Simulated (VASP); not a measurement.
# MgO (Periclase) (Fm-3m) in VASP: a series of runs

MgO (Periclase) is run at these levels: PBE; tasks: single point.

Program: VASP 6.6.1. These are calculated values, not measurements. Logs are shortened: lines on timing, memory, paths and dates and some standing lists are left out, and cuts for length are marked.

### 1 The cell of the first run

It takes space group Fm-3m (No. 225, cubic). The conventional cell has a = 3.667 Å, b = 3.667 Å, c = 3.667 Å, α = 90.00°, β = 90.00°, γ = 90.00°. Mg (site symmetry m-3m) has 6 O at 1.83 Å within 2.4 Å. O (site symmetry m-3m) has 6 Mg at 1.83 Å within 2.4 Å.

### 2 Single point, PBE (volume scaled by 0.640)

INCAR reads:

```
ALGO = Normal
EDIFF = 1E-6
ENCUT = 520
GGA = PE
ISIF = 2
ISMEAR = 0
LASPH = True
LCHARG = True
LELF = True
LREAL = False
LVHAR = True
LWAVE = False
NBANDS = 11
NELM = 60
PREC = Accurate
SIGMA = 0.05
```

KPOINTS reads:

```
k-points
0
Gamma
  10 10 10
```

POSCAR reads:

```
MgO
1.0
    0.0000000000      1.8334406761      1.8334406761
    1.8334406761      0.0000000000      1.8334406761
    1.8334406761      1.8334406761      0.0000000000
Mg O
1 1
Direct
    0.0000000000      0.0000000000      0.0000000000
    0.5000000000      0.5000000000      0.5000000000
```

Potentials or basis: VASP PAW PBE potentials, release 64 (Mg, O).

Started as:

```console
> cat potpaw_PBE.64/Mg/POTCAR potpaw_PBE.64/O/POTCAR > POTCAR
> mpirun -np 1 vasp_std > vasp.out
```

OUTCAR:

```text
EDIFF = 1E-6
   ENCUT = 520
   GGA = PE
   ISIF = 2
   ISMEAR = 0
   LASPH = True
   LREAL = False
   NELM = 60
   PREC = Accurate

 ion  position               nearest neighbor table
   1  0.000  0.000  0.000-   2 1.83   2 1.83   2 1.83   2 1.83   2 1.83   2 1.83
   2  0.500  0.500  0.500-   1 1.83   1 1.83   1 1.83   1 1.83   1 1.83   1 1.83

  LATTYP: Found a face centered cubic cell.
 ALAT       =     3.6668813522

  Lattice vectors:

 A1 = (   0.0000000000,   1.8334406761,   1.8334406761)
 A2 = (   1.8334406761,   0.0000000000,   1.8334406761)
 A3 = (   1.8334406761,   1.8334406761,   0.0000000000)

Analysis of symmetry for initial positions (statically):
=====================================================================
 Subroutine PRICEL returns:
 Original cell was already a primitive cell.

 Routine SETGRP: Setting up the symmetry group for a
 face centered cubic supercell.

 Subroutine GETGRP returns: Found 48 space group operations
 (whereof 48 operations were pure point group operations)
 out of a pool of 48 trial point group operations.

The static configuration has the point symmetry O_h .

Analysis of symmetry for dynamics (positions and initial velocities):
=====================================================================
 Subroutine PRICEL returns:
 Original cell was already a primitive cell.

 Routine SETGRP: Setting up the symmetry group for a
 face centered cubic supercell.

 Subroutine GETGRP returns: Found 48 space group operations
 (whereof 48 operations were pure point group operations)
 out of a pool of 48 trial point group operations.

The dynamic configuration has the point symmetry O_h .

 Subroutine INISYM returns: Found 48 space group operations
 (whereof 48 operations are pure point group operations),
 and found     1 'primitive' translations

----------------------------------------------------------------------------------------

                                     Primitive cell

  volume of cell :      12.3262

  direct lattice vectors                    reciprocal lattice vectors
     0.000000000  1.833440676  1.833440676    -0.272711305  0.272711305  0.272711305
     1.833440676  0.000000000  1.833440676     0.272711305 -0.272711305  0.272711305
     1.833440676  1.833440676  0.000000000     0.272711305  0.272711305 -0.272711305

  length of vectors
     2.592876670  2.592876670  2.592876670     0.472349837  0.472349837  0.472349837

  position of ions in fractional coordinates (direct lattice)
     0.000000000  0.000000000  0.000000000
     0.500000000  0.500000000  0.500000000

  ion indices of the primitive-cell ions
[... 85 lines left out ...]
   PSTRESS=    0.0 pullay stress
   NELECT =       8.0000    total number of electrons
   NUPDOWN=      -1.0000    fix difference up-down
   EMIN   =  10.00;   EMAX   =-10.00  energy-range for DOS
   EFERMI =   0.00;   METHOD = LEGACY
   ISMEAR =     0;   SIGMA  =   0.05  broadening in eV -4-tet -1-fermi 0-gaus
   EFERMI_NEDOS =   21; number of points for ismear=-14 and -15
   IALGO  =     38    algorithm
   IMIX   =      4    mixing-type and parameters
     AMIX     =   0.40;   BMIX     =  1.00
     AMIX_MAG =   1.60;   BMIX_MAG =  1.00
  volume/ion in A,a.u.               =       6.16        41.59
  Fermi-wavevector in a.u.,A,eV,Ry     =   1.417407  2.678511 27.334692  2.009043
  Thomas-Fermi vector in A             =   2.538641
   LORBIT       =      0    0 simple, 1 ext, 2 COOP (PROOUT), +10 PAW based schemes
   GGA     = PE    functional components
   LHFCALC =     F    Hartree Fock is set to
   AEXX    =    0.0000 exact exchange contribution
   IVDW    =     0    specifies the selected vdW correction
   LEPSILON=     F    determine dielectric tensor
   LRPA    =     F    only Hartree local field effects (RPA)
 non-spin polarized calculation
 Gauss-broadening in eV      SIGMA  =   0.05
  energy-cutoff  :      520.00
  volume of cell :       12.33
 maximum number of plane-waves:       343
   NGX =  9   NGY =  9   NGZ =  9

 number of electron       7.9999996 magnetization

 Free energy of the ion-electron system (eV)
  ---------------------------------------------------
  ext. energy  EPLUGINS =         0.00000000
  ---------------------------------------------------
  free energy    TOTEN  =        -9.45901439 eV

  energy without entropy =       -9.45901439  energy(sigma->0) =       -9.45901439

 E-fermi :   7.5105     XC(G=0): -13.2245

 val. band max:        7.1309258418   @ k =   0.0000   0.0000   0.0000
 cond. band min:      16.3334236610   @ k =   0.5000   0.5000   0.0000
 fundamental gap:      9.2024978192
 Fermi energy:         7.5105274283

 k-point     1 :       0.0000    0.0000    0.0000
  band No.  band energies     occupation
      1     -12.8335      2.00000
      2       7.1309      2.00000
      3       7.1309      2.00000
      4       7.1309      2.00000
      5      17.0903      0.00000
      6      25.1650      0.00000
      7      25.1650      0.00000
      8      25.1650      0.00000
      9      30.3434      0.00000
     10      32.7023      0.00000
     11      32.7023      0.00000
[... 309 lines left out ...]
 k-point    24 :       0.4000    0.3000    0.0000
  band No.  band energies     occupation
      1     -10.4227      2.00000
      2       1.9704      2.00000
      3       5.1068      2.00000
      4       5.4592      2.00000
      5      17.8257      0.00000
      6      22.2040      0.00000
      7      25.8834      0.00000
      8      31.3939      0.00000
      9      31.7344      0.00000
     10      37.5291      0.00000
     11      43.8267      0.00000

 [... further k-points ...]

------------------------ aborting loop because EDIFF is reached ----------------------------------------

  FORCE on cell =-STRESS in cart. coord.  units (eV):
  Direction    XX          YY          ZZ          XY          YZ          ZX
  --------------------------------------------------------------------------------------
  -------------------------------------------------------------------------------------
  Total       12.9451380     12.9451380     12.9451380     -0.0000000      0.0000000     -0.0000000
  in kB     1682.6224774   1682.6224774   1682.6224774     -0.0000000      0.0000000     -0.0000000
  external PRESSURE =    1682.6224774 kB  Pullay stress =       0.0000000 kB

 VOLUME and BASIS-vectors are now :
 -----------------------------------------------------------------------------
  energy-cutoff  :      520.00
  volume of cell :       12.33
      direct lattice vectors                 reciprocal lattice vectors
     0.000000000  1.833440676  1.833440676    -0.272711305  0.272711305  0.272711305
     1.833440676  0.000000000  1.833440676     0.272711305 -0.272711305  0.272711305
     1.833440676  1.833440676  0.000000000     0.272711305  0.272711305 -0.272711305

 POSITION                                       TOTAL-FORCE (eV/Angst)
 -----------------------------------------------------------------------------------
      0.00000      0.00000      0.00000        -0.000000      0.000000     -0.000000
      1.83344      1.83344      1.83344         0.000000     -0.000000      0.000000
 -----------------------------------------------------------------------------------
    total drift:                                0.000000      0.000000      0.000000

  FREE ENERGIE OF THE ION-ELECTRON SYSTEM (eV)
  ---------------------------------------------------
  free  energy   TOTEN  =        -9.4590143899 eV

  energy  without entropy=       -9.4590143899  energy(sigma->0) =       -9.45901439
```

OSZICAR:

```text
N       E                     dE             d eps       ncg     rms          rms(c)
DAV:   1     0.158297498085E+02    0.15830E+02   -0.51301E+03  1210   0.679E+02
DAV:   2    -0.110482814850E+02   -0.26878E+02   -0.26501E+02  1234   0.152E+02
DAV:   3    -0.114789482478E+02   -0.43067E+00   -0.43048E+00  1229   0.157E+01
DAV:   4    -0.114796638803E+02   -0.71563E-03   -0.71562E-03  1172   0.747E-01
DAV:   5    -0.114796654012E+02   -0.15209E-05   -0.15209E-05  1217   0.323E-02    0.838E+00
DAV:   6    -0.952560129209E+01    0.19541E+01   -0.73582E+00  1073   0.176E+01    0.208E+00
DAV:   7    -0.947181722178E+01    0.53784E-01   -0.18602E-01  1184   0.319E+00    0.133E+00
DAV:   8    -0.945917491346E+01    0.12642E-01   -0.14122E-02  1124   0.133E+00    0.122E-01
DAV:   9    -0.945902659380E+01    0.14832E-03   -0.31159E-04  1187   0.117E-01    0.685E-02
DAV:  10    -0.945901616375E+01    0.10430E-04   -0.24415E-04  1142   0.117E-01    0.176E-02
DAV:  11    -0.945901430692E+01    0.18568E-05   -0.13429E-05  1181   0.258E-02    0.143E-03
DAV:  12    -0.945901438993E+01   -0.83017E-07   -0.17863E-07   631   0.414E-03
   1 F= -.94590144E+01 E0= -.94590144E+01  d E =-.785547E-29
```

stdout:

```text
POSCAR found type information on POSCAR MgO
 POSCAR found :  2 types and       2 ions
 scaLAPACK will be used
 LDA part: xc-table for (Slater+PW92), standard interpolation
 POSCAR, INCAR and KPOINTS ok, starting setup
 FFT: planning ... GRIDC
 FFT: planning ... GRID_SOFT
 FFT: planning ... GRID
 WAVECAR not read
 entering main loop
```

Wall time 6.8 s (1 thread of Intel Xeon 6975P-C, shared host); peak memory 0.13 GiB.

Results:

```
Free energy            : -9.4590 eV
Pressure               : 168.3 GPa
Band gap on the k mesh : 9.20 eV, indirect (least direct gap 9.96 eV)
```

Levels at points of the mesh, in eV from the valence-band top:
```tsv
k point	band 1	band 2	band 3	band 4	band 5	band 6	band 7	band 8	band 9
(0.00, 0.00, 0.00)	-19.96	0.00	0.00	0.00	9.96	18.03	18.03	18.03	23.21
(0.50, 0.00, 0.00)	-17.28	-6.83	-1.32	-1.32	10.85	17.74	21.03	21.03	28.23
(0.50, 0.50, 0.00)	-16.96	-6.04	-2.01	-2.01	9.20	15.39	18.23	26.37	26.37
```

 A k mesh can miss the band edges.

### 3 Single point, PBE (volume scaled by 0.720)

INCAR reads:

```
SYSTEM = MgO
  PREC = Accurate
  ENCUT = 520
  EDIFF = 1E-7
  ISMEAR = 0
  SIGMA = 0.05
  LREAL = .FALSE.
  LASPH = .TRUE.
  NELM = 100
  ALGO = Normal
  ISIF = 2
  LWAVE = .FALSE.
  LCHARG = .FALSE.
  GGA = PE
  NBANDS = 11
```

KPOINTS reads:

```
regular mesh
0
G
  10 10 10
  0 0 0
```

POSCAR reads:

```
MgO
1.0
    0.0000000000      1.9068551454      1.9068551454
    1.9068551454      0.0000000000      1.9068551454
    1.9068551454      1.9068551454      0.0000000000
Mg O
1 1
Direct
    0.0000000000      0.0000000000      0.0000000000
    0.5000000000      0.5000000000      0.5000000000
```

Potentials or basis: VASP PAW PBE potentials, release 64 (Mg, O).

Started as:

```console
> cat potpaw_PBE.64/Mg/POTCAR potpaw_PBE.64/O/POTCAR > POTCAR
> mpirun -np 1 vasp_std > vasp.out
```

It took 6.6 s on 1 thread of Intel Xeon 6975P-C, shared host; peak memory 0.13 GiB.

It converged, with:

```
Free energy            : -10.7048 eV
Pressure               : 96.2 GPa
Band gap on the k mesh : 8.22 eV, direct
```

Levels at points of the mesh, in eV from the valence-band top:
```csv
k point,band 1,band 2,band 3,band 4,band 5,band 6,band 7,band 8,band 9
"(0.00, 0.00, 0.00)",-19.08,0.00,0.00,0.00,8.22,17.43,17.43,17.43,22.22
"(0.50, 0.00, 0.00)",-16.87,-6.12,-1.08,-1.08,9.96,16.22,19.60,19.60,26.02
"(0.50, 0.50, 0.00)",-16.54,-5.44,-1.81,-1.81,9.28,13.66,16.63,24.05,24.05
```

[end of part 1 of 2]
